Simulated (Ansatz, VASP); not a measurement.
# One calculation of TePb, two programs

The input POSCAR:

```
TePb
1.0
    0.0000000000      3.3331935858      3.3331935858
    3.3331935858      0.0000000000      3.3331935858
    3.3331935858      3.3331935858      0.0000000000
Pb Te
1 1
Direct
    0.0000000000      0.0000000000      0.0000000000
    0.5000000000      0.5000000000      0.5000000000
```

File INCAR.step1:

```
SYSTEM = TePb
  PREC = Accurate
  ENCUT = 520
  ISMEAR = -1
  SIGMA = 0.02
  LREAL = .FALSE.
  LASPH = .TRUE.
  NELM = 150
  MAGMOM = 0 0 0 0 0 0
  LSORBIT = .TRUE.
  GGA_COMPAT = .FALSE.
  NBANDS = 32
  GGA = PE
  ALGO = Normal
  EDIFF = 1E-4
  LWAVE = .TRUE.
  LCHARG = .FALSE.
```

INCAR.step2

```
SYSTEM = TePb
  PREC = Accurate
  ENCUT = 520
  EDIFF = 1E-6
  ISMEAR = -1
  SIGMA = 0.02
  LREAL = .FALSE.
  LASPH = .TRUE.
  NELM = 150
  ALGO = Normal
  ISIF = 2
  LWAVE = .FALSE.
  LCHARG = .FALSE.
  MAGMOM = 0 0 0 0 0 0
  LORBIT = 11
  LSORBIT = .TRUE.
  GGA_COMPAT = .FALSE.
  LORBMOM = .TRUE.
  METAGGA = R2SCAN
  LMIXTAU = .TRUE.
  NBANDS = 32
  ISTART = 1
```

The input KPOINTS:

```
Automatic mesh
0
G
  8 8 8
  0 0 0
```

Input for Ansatz:

```yaml
crystal:
  lattice:
    - [0.0, 3.3331935858, 3.3331935858]
    - [3.3331935858, 0.0, 3.3331935858]
    - [3.3331935858, 3.3331935858, 0.0]
  atoms:
    - { symbol: Pb, position: [0.0, 0.0, 0.0] }
    - { symbol: Te, position: [0.5, 0.5, 0.5] }
kpoints:
  mp_grid: { grid: [8, 8, 8] }
  band_path:
    path:
      - [0.0, 0.0, 0.0]
      - [0.5, 0.0, 0.5]
      - [0.625, 0.25, 0.625]
      - [0.375, 0.375, 0.75]
      - [0.5, 0.5, 0.5]
      - [0.5, 0.25, 0.75]
      - [0.0, 0.0, 0.5]
    npoints: 1
hamiltonian:
  xc: r2scan
scf:
  occupations: { method: fermi_dirac, width: 0.02 }
  n_extra_bands: 8
magnetization:
  noncollinear: true
  spin_orbit: true
output:
  forces: true
  stress: true
  eigenvalues: true
```

Change from the starting cell: hydrostatic strain +2.0%.

Alike in both runs: task single point; functional r2SCAN; k mesh 8 × 8 × 8; occupations fermi-dirac, width 0.02 eV; non-collinear spin, spin-orbit coupling.

|  | VASP | Ansatz |
| --- | --- | --- |
| version | VASP 6.6.1 | Ansatz 0.2.0 |
| potentials or method | VASP PAW PBE potentials, release 64 (Pb_d, Te) | plane waves, PAW |
| plane-wave cutoff (eV) | 520 | 500 |
| valence electrons in the cell | 20 | 30 |

```csv
,VASP,Ansatz,Ansatz less VASP
pressure (GPa),-2.2,-2.3,-0.04
net moment per atom (μB),0.00,0.00,0.000
```

VASP's potentials were made for PBE, not for r2SCAN. VASP's potentials hold 20 valence electrons a cell and Ansatz's 30, so a difference there can come from the potentials and not from the codes.
